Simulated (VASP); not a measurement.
# Si16HO32 (a cell with a defect) in VASP: notebook, part 3 of 3

VASP 6.6.1.

## (5) Single point, PBEsol, collinear spin

INCAR

```
PREC = Accurate
ENCUT = 520
EDIFF = 1E-6
ISMEAR = -1
SIGMA = 0.05
LREAL = Auto
LASPH = T
NELM = 200
ALGO = Normal
ISIF = 2
LWAVE = F
LCHARG = F
ISPIN = 2
MAGMOM = 0 0 0 0 0 0 0 0 0 0 0 0 0 0 0 0 0 0 0 0 0 0 0 0 0 0 0 0 0 0 0 0 0 0 0 0 0 0 0 0 0 0 0 0 0 0 0 0 0.81
LORBIT = 11
GGA = PS
NBANDS = 162
GGA_COMPAT = F
```

KPOINTS

```
Automatic mesh
0
Gamma
  1 1 1
```

POSCAR

```
Si16HO32
1.0
  -10.0780000000      0.0000000000      0.0000000000
    0.0000000000     -8.7640000000      0.0000000000
    0.0000000000      0.0000000000      8.2350000000
Si O H
16 32 1
Direct
    0.4836971621      0.3607713373      0.5628901032
    0.5220678706      0.6906663624      0.0478809957
    0.5142488589      0.3593450479      0.9374499089
    0.4848680294      0.6844363304      0.4259137826
    0.2258384600      0.8519625742      0.5628051002
    0.2750248065      0.1742469192      0.0828172435
    0.2612820004      0.8405864902      0.9478567092
    0.2407819012      0.1913509813      0.4552884032
    0.9816531058      0.3215198539      0.5677474196
    0.0230998214      0.6415335463      0.0662052216
    0.0084242905      0.3150159744      0.9406557377
    0.9812165112      0.6379621178      0.4283910140
    0.7526493352      0.8117069831      0.5499210686
    0.7543163326      0.1480830671      0.0503703704
    0.7796586624      0.8219876769      0.9211900425
    0.7204703314      0.1661798266      0.4217000607
    0.4820599325      0.7297238704      0.2369641773
    0.5291426870      0.4279096303      0.7429265331
    0.4499007740      0.5089570972      0.4466909532
    0.5494244890      0.5047695116      0.0462173649
    0.6064993054      0.2617640347      0.5068245294
    0.3926771185      0.7271907805      0.9356162720
    0.3816034928      0.2737334550     -0.0212143291
    0.6136336575      0.7231515290      0.5141712204
    0.2956042866      0.2117982656      0.2733211900
    0.2079281603      0.8710178001      0.7714025501
    0.2071244295      0.0168416248      0.4836551305
    0.2921909109     -0.0061501597      0.0511839709
    0.3654098035      0.7851551803      0.5077959927
    0.1288549315      0.2035942492      1.0077717061
    0.1371204604      0.7570515746      0.0289010322
    0.3524806509      0.2500570516      0.5774984821
    0.0140801746      0.5723299863      0.2553976928
   -0.0118972018      0.2747261524      0.7552276867
    0.9496527089      0.5119694204      0.5715118397
    0.0537408216      0.4840940210     -0.0330176078
    0.1204405636      0.2910999544      0.4753734062
    0.8863167295      0.7325992697      1.0293139041
    0.8768108752      0.2751825650      0.0376684882
    0.1098233777      0.7411455956      0.4910261081
    0.7135741218      0.1118895482      0.2399878567
    0.8020440564      0.7808991328      0.7324590164
    0.7476582655      0.0017800091      0.5300789314
    0.8072633459     -0.0013692378     -0.0454523376
    0.8508731891      0.7407348243      0.4038979964
    0.6309089105      0.2186672752      0.9385792350
    0.6400079381      0.7777498859     -0.0289981785
    0.8551696765      0.2652898220      0.4603278689
   -0.0475094265     -0.0196827932      0.3288767456
```

Command:

```sh
$ cat potpaw_PBE.64/Si/POTCAR potpaw_PBE.64/O/POTCAR potpaw_PBE.64/H/POTCAR > POTCAR
$ mpirun -np 1 vasp_gam > vasp.out
```

Run time: 13 min. Hardware: 1 thread of Intel Xeon 8259CL, shared host; peak memory 1 GiB.

It converged, with:

```yaml
Free_energy: -391.9877 eV
Pressure: 2.0 GPa
Largest_force: 5.311 eV/Å
Band_gap_on_the_k_mesh: 3.90 eV
Net_moment: 1.00 μB per cell
Site_moments: Si +0.00, -0.00 (each value once); O +0.00, +0.01, -0.00, +0.02 (each value once); H +0.36 μB
Valence_electrons_inside_the_program's_atomic_spheres: Si 1.62, 1.66, 1.61, 1.73, 1.59, 1.64, 1.67, 1.79, 1.71, 1.58, 1.75 (each value once); O 5.22, 5.14, 5.23, 5.27, 5.19, 5.25, 5.29, 5.24, 5.21, 5.16, 5.32, 5.20, 5.35 (each value once); H 0.38
```

Forces on the atoms (eV/Å):
```
Si   1.174 -1.321  1.607
Si   2.984  2.008  1.416
Si  -2.878  0.693 -3.025
Si   3.571 -0.667 -0.783
Si   1.252  0.908  1.895
Si   0.721  0.069 -0.628
Si  -1.072  0.330  0.481
Si  -3.303  2.082 -0.958
Si   1.628 -2.644 -0.643
Si   1.196  1.533  1.115
Si  -1.392  2.048  1.152
Si  -1.222 -0.639  2.510
Si  -0.303 -1.550 -1.641
Si  -0.142 -1.599 -1.604
Si  -4.048 -0.577 -1.066
Si  -2.797  1.899  3.600
O   -0.830 -0.270 -1.416
O    1.260  1.097  1.008
O   -0.047  2.313  0.410
O   -0.127 -0.729  0.530
O   -0.055  0.564 -1.269
O    0.572 -0.602  0.448
O    1.233  0.221  0.470
O   -3.269 -1.226  1.833
O   -0.345 -0.087 -1.138
O   -0.214 -0.332 -4.428
O    0.374  0.395  0.252
O   -0.858  0.697  0.008
O   -0.765  0.247  0.146
O    0.474 -0.750  0.115
O   -0.801 -0.252  1.079
O   -1.624 -0.745  0.638
O   -0.673  0.064 -2.443
O    0.200  0.761 -1.527
O   -1.022  1.014 -0.809
O   -0.005 -2.258 -0.117
O    4.551 -2.651  0.687
O   -0.480  1.174  0.153
O    1.929  0.892  1.186
O    0.402  0.032  0.224
O    0.419 -0.281 -2.371
O   -0.104  0.191 -0.369
O    0.922  0.224 -0.734
O    0.275 -0.983  0.470
O    1.257 -1.173  1.490
O    0.141 -0.682  1.480
O    2.194 -0.116  0.729
O   -0.248  0.739 -0.082
H   -0.105 -0.063 -0.082
```

Stress tensor (GPa, compression positive):
```
 5.05  0.66  0.98
 0.66  0.87 -0.70
 0.98 -0.70  0.04
```

Levels at points of the mesh, in eV from the valence-band top:
Spin up:
| k point | band 127 | band 128 | band 129 | band 130 | band 131 | band 132 |
| --- | --- | --- | --- | --- | --- | --- |
| (0.00, 0.00, 0.00) | -0.81 | -0.70 | 0.00 | 4.63 | 6.24 | 6.50 |
Spin down:
```csv
k point,band 126,band 127,band 128,band 129,band 130,band 131
"(0.00, 0.00, 0.00)",-0.88,-0.80,-0.67,3.90,5.06,6.26
```

Caveat: the k points lie up to 0.76 Å⁻¹ apart; the PAW data sets were made with another functional, which shifts forces and pressure a little.

## (6) Single point, PBEsol, collinear spin

INCAR

```
SYSTEM = Si16HO32
PREC = Accurate
ENCUT = 520
EDIFF = 1E-6
ISMEAR = -1
SIGMA = 0.05
LREAL = Auto
LASPH = .TRUE.
NELM = 200
ALGO = Normal
ISIF = 2
LWAVE = .FALSE.
LCHARG = .FALSE.
ISPIN = 2
MAGMOM = 0 0 0 0 0 0 0 0 0 0 0 0 0 0 0 0 0 0 0 0 0 0 0 0 0 0 0 0 0 0 0 0 0 0 0 0 0 0 0 0 0 0 0 0 0 0 0 0 0.81
LORBIT = 11
GGA = PS
NBANDS = 162
GGA_COMPAT = .FALSE.
```

KPOINTS

```
regular mesh
0
G
  1 1 1
  0 0 0
```

POSCAR

```
Si16HO32
1.0
  -10.0780000000      0.0000000000      0.0000000000
    0.0000000000     -8.7640000000      0.0000000000
    0.0000000000      0.0000000000      8.2350000000
Si O H
16 32 1
Direct
    0.4938479857      0.3532519398      0.5567941712
    0.5071740425      0.6773847558      0.0602550091
    0.5094760865      0.3465997262      0.9291803279
    0.4866838658      0.6972272935      0.4408136005
    0.2301845604      0.8679940666      0.5634122647
    0.2743103790      0.1763235965      0.0560291439
    0.2542567970      0.8386010954      0.9561870067
    0.2502480651      0.1969648562      0.4276624165
    0.9857015281      0.3257188498      0.5571098968
    0.0245584441      0.6316408033      0.0727625987
    0.0020043659      0.3143199452      0.9309653916
    0.9928259575      0.6529096303      0.4360048573
    0.7550902957      0.8180168873      0.5749119611
    0.7602698948      0.1472044728      0.0526654523
    0.7775253026      0.8067777271      0.9379720704
    0.7310081365      0.1503879507      0.4232786885
    0.5074419528      0.7277727065      0.2497753491
    0.5221274062      0.4158603377      0.7459380692
    0.4675233181      0.5082382474      0.4581177899
    0.5279519746      0.4925376540      0.0617850638
    0.6102996626      0.2634299407      0.4697996357
    0.3684758881      0.7125969877      0.9625743777
    0.3584143679      0.2813213145     -0.0607164542
    0.6065886089      0.7515518028      0.5529811779
    0.2998114705      0.2170812414      0.2459744991
    0.2158067077      0.8763350068      0.7517911354
    0.2058444136      0.0263350068      0.4640801457
    0.3062512403      0.0020196257      0.0143169399
    0.3674141695      0.7874030123      0.5209107468
    0.1167195872      0.2115472387      1.0149969642
    0.1363167295      0.7749885897      0.0635822708
    0.3622941060      0.2464970333      0.5514632665
    0.0336078587      0.5809105431      0.2555676988
   -0.0304326255      0.2691122775      0.7405828780
    0.9550307601      0.5121862163      0.5634122647
    0.0307005358      0.4978434505     -0.0569520340
    0.1174637825      0.2969990872      0.4529204614
    0.8732982735      0.6949566408      1.0382392228
    0.8686842628      0.2794043816      0.0412386157
    0.1217801151      0.7373801917      0.5085853066
    0.7054276642      0.1271451392      0.2278324226
    0.8190414765      0.7833181196      0.7503096539
    0.7217305021      0.0021793702      0.5463387978
    0.7979063306     -0.0102806937     -0.0403400121
    0.8644076206      0.7792902784      0.4316697025
    0.6215915856      0.2164650844      0.9566120219
    0.6306013098      0.7579872204     -0.0174013358
    0.8792319905      0.2302373346      0.4489496053
    0.0064298472      0.0259356458      0.2671038251
```

Potentials or basis: VASP PAW PBE potentials, release 64 (Si, O, H).

Command:

```sh
$ cat potpaw_PBE.64/Si/POTCAR potpaw_PBE.64/O/POTCAR potpaw_PBE.64/H/POTCAR > POTCAR
$ mpirun -np 1 vasp_gam > vasp.out
```

Wall time 14 min (1 thread of Intel Xeon 8259CL, shared host); peak memory 0.97 GiB.

Results (log left out):

```yaml
Free_energy: -392.5811 eV
Pressure: 0.4 GPa
Largest_force: 4.574 eV/Å
Band_gap_on_the_k_mesh: 4.05 eV
Net_moment: 1.00 μB per cell
Site_moments: Si +0.00, -0.00 (each value once); O +0.00, +0.01 (each value once); H +0.36 μB
Valence_electrons_inside_the_program's_atomic_spheres: Si 1.65, 1.66, 1.61, 1.67, 1.64, 1.72, 1.60, 1.57, 1.62, 1.68, 1.58 (each value once); O 5.23, 5.18, 5.21, 5.17, 5.26, 5.22, 5.24, 5.25, 5.20, 5.28, 5.16, 5.14, 5.29 (each value once); H 0.37
```

Forces on the atoms (eV/Å):
```
Si   0.333 -1.471  1.392
Si   1.042  1.827  0.821
Si  -1.058 -1.178  0.470
Si   0.172  2.409  0.071
Si   1.125  1.333 -1.414
Si   1.864 -0.225  0.557
Si   0.100 -1.037 -3.763
Si   1.042 -0.434  0.231
Si   1.280 -1.002 -1.314
Si   0.959 -2.620 -0.762
Si   0.531  0.252  0.216
Si   0.337 -0.203  0.609
Si   0.167 -1.753 -1.299
Si   2.375 -0.712 -3.028
Si  -0.966 -0.369 -0.013
Si  -0.967 -0.001  0.895
O    0.397 -0.617 -0.062
O   -0.002  0.920 -1.000
O    0.156 -1.711 -0.522
O    0.269  1.127 -1.265
O   -0.850  0.323  0.207
O   -1.333  0.253  0.303
O   -1.029 -0.727 -0.247
O   -1.552  0.670  0.301
O   -0.461  0.128 -1.380
O   -0.160  0.024  4.571
O    0.003  1.880  0.610
O   -0.217  0.274  0.762
O   -0.057 -0.482 -0.514
O   -0.465  0.006 -0.301
O    2.034  1.294 -0.210
O   -0.890 -0.286  0.905
O    0.586  0.193  2.430
O   -0.855  0.149  1.738
O   -0.219  0.193 -1.134
O   -1.099  1.369 -0.583
O   -0.654 -0.527  0.409
O   -0.841 -0.537  0.653
O   -1.194 -0.340 -0.653
O    0.403 -0.479 -0.511
O   -0.068  1.032  3.156
O    0.467  0.292 -0.832
O   -0.487 -0.405 -0.778
O   -0.197 -0.340  0.777
O   -0.859  1.729  0.230
O   -0.714  0.309  0.438
O   -0.164 -0.902 -0.956
O    1.666  0.346 -0.147
H    0.051  0.027 -0.061
```

Stress tensor (GPa, compression positive):
```
 1.53  0.75  1.84
 0.75 -1.03  0.08
 1.84  0.08  0.62
```

Levels at points of the mesh, in eV from the valence-band top:
Spin up:
```csv
k point,band 127,band 128,band 129,band 130,band 131,band 132
"(0.00, 0.00, 0.00)",-0.58,-0.55,0.00,4.84,6.42,6.61
```
Spin down:
```
           k point  band 124  band 125  band 126  band 127  band 128  band 129  band 130  band 131  band 132  band 133
(0.00, 0.00, 0.00)     -0.87     -0.82     -0.70     -0.57     -0.52      4.05      5.36      6.45      6.64      6.73
```

Caveat: the k points lie up to 0.76 Å⁻¹ apart; the PAW data sets were made with another functional, which shifts forces and pressure a little.

## (7) Summary

| cell | gap on the mesh (eV) | pressure (GPa) | moment (μB) | largest force (eV/Å) |
| --- | --- | --- | --- | --- |
| as given, atomic positions A | 4.38 | 0.9 | 1.00 | 0.05 |
| as given, atomic positions B | 3.74 | 0.1 | 1.00 | 4.12 |
| as given, atomic positions C | 2.33 | -0.3 | 1.00 | 8.04 |
| as given, atomic positions D | 3.90 | 2.0 | 1.00 | 5.31 |
| as given, atomic positions E | 4.05 | 0.4 | 1.00 | 4.57 |

Alike in all rows: task single point; level PBEsol; potentials or basis VASP PAW PBE potentials, release 64 (Si, O, H); spin collinear; k mesh 1 × 1 × 1; cutoff (eV) 520; smearing fermi-dirac 0.05 eV.

Caveats: all runs use coarse meshes; the PAW data sets were made with another functional, which shifts forces and pressure a little; the atoms stand as in a frame of molecular dynamics (at least some runs).

Absolute energies hang on the potentials; compare differences alone.
